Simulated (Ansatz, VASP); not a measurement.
# BeS: VASP beside Ansatz

The input INCAR:

```
PREC = Accurate
ENCUT = 600
EDIFF = 1E-6
ISMEAR = 0
SIGMA = 0.02
LREAL = False
LASPH = True
NELM = 120
ALGO = Normal
ISIF = 2
LWAVE = False
LCHARG = False
GGA = PE
NBANDS = 11
GGA_COMPAT = False
```

The input KPOINTS:

```
regular mesh
0
Gamma
  8 8 8
```

The input POSCAR:

```
BeS
1.0
    0.0000000000      2.4378857558      2.4378857558
    2.4378857558      0.0000000000      2.4378857558
    2.4378857558      2.4378857558      0.0000000000
Be S
1 1
Direct
    0.0000000000      0.0000000000      0.0000000000
    0.2500000000      0.2500000000      0.2500000000
```

Input for Ansatz:

```yaml
crystal:
  lattice:
    - [0.0, 2.4378857558, 2.4378857558]
    - [2.4378857558, 0.0, 2.4378857558]
    - [2.4378857558, 2.4378857558, 0.0]
  atoms:
    - { symbol: Be, position: [0.0, 0.0, 0.0] }
    - { symbol: S, position: [0.25, 0.25, 0.25] }
basis:
  ecutwfc: 420
kpoints:
  mp_grid: { grid: [8, 8, 8] }
  band_path:
    path:
      - [[0.0, 0.0, 0.0], [-0.5, -0.5, 0.0], [-0.375, -0.375, 0.25]]
      - [[-0.375, 0.0, 0.375], [0.0, 0.0, 0.0], [0.0, 0.0, 0.5], [-0.5, -0.25, 0.25], [-0.5, -0.5, 0.0]]
    npoints: 10
hamiltonian:
  xc: pbe
  pseudopotentials: { kind: paw, azcp: { folder: soft_1 } }
scf:
  occupations: { method: gaussian, width: 0.02 }
  n_extra_bands: 7
output:
  forces: true
  stress: true
  eigenvalues: true
```

Alike in both runs: task single point; functional PBE; k mesh 8 × 8 × 8; occupations gaussian, width 0.02 eV; no spin polarisation.

|  | VASP | Ansatz |
| --- | --- | --- |
| version | VASP 6.6.1 | Ansatz 0.2.0 |
| potentials or method | VASP PAW PBE potentials, release 64 (Be, S), cutoff 600 eV | scalar-relativistic, plane waves, PAW |
| valence electrons in the cell | 8 | 8 |

VASP gave:

- gap on the k mesh at the Fermi level (eV): 3.15
- least direct gap on the mesh (eV): 5.68
- pressure (GPa): 0.1

Problem. Estimate Ansatz's values.

Solution. gap on the k mesh at the Fermi level (eV): 3.15; least direct gap on the mesh (eV): 5.66; pressure (GPa): 0.0.

With one functional, cell and mesh, what is left measures potentials, basis and numerics.
